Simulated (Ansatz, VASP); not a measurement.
## Pd in VASP and in Ansatz

```
CELL_PARAMETERS angstrom
-1.51431 1.51431 1.51431
1.51431 -1.51431 1.51431
1.51431 1.51431 -1.51431
ATOMIC_POSITIONS crystal
Pd 0.00000 0.00000 0.00000
```

Alike in both runs: task single point; functional revPBE; k mesh 16 × 16 × 16; occupations fermi-dirac, width 0.05 eV; collinear spin.

|  | VASP | Ansatz |
| --- | --- | --- |
| version | VASP 6.6.1 | Ansatz 0.2.0 |
| potentials or method | VASP PAW PBE potentials, release 64 (Pd), cutoff 520 eV | plane waves (420 eV) with PAW, scalar-relativistic |
| valence electrons in the cell | 10 | 18 |

VASP gave:

| Quantity | Value |
| --- | --- |
| pressure (GPa) | 26.7 |
| net moment per atom (μB) | 0.00 |

Question: Estimate Ansatz's values.

Answer: Pressure (GPa): 27.1; net moment per atom (μB): 0.00.

VASP's potentials were made for PBE, not for revPBE. VASP's potentials hold 10 valence electrons a cell and Ansatz's 18, so a difference there can come from the potentials and not from the codes. Ansatz's warnings: seeded moment not kept.
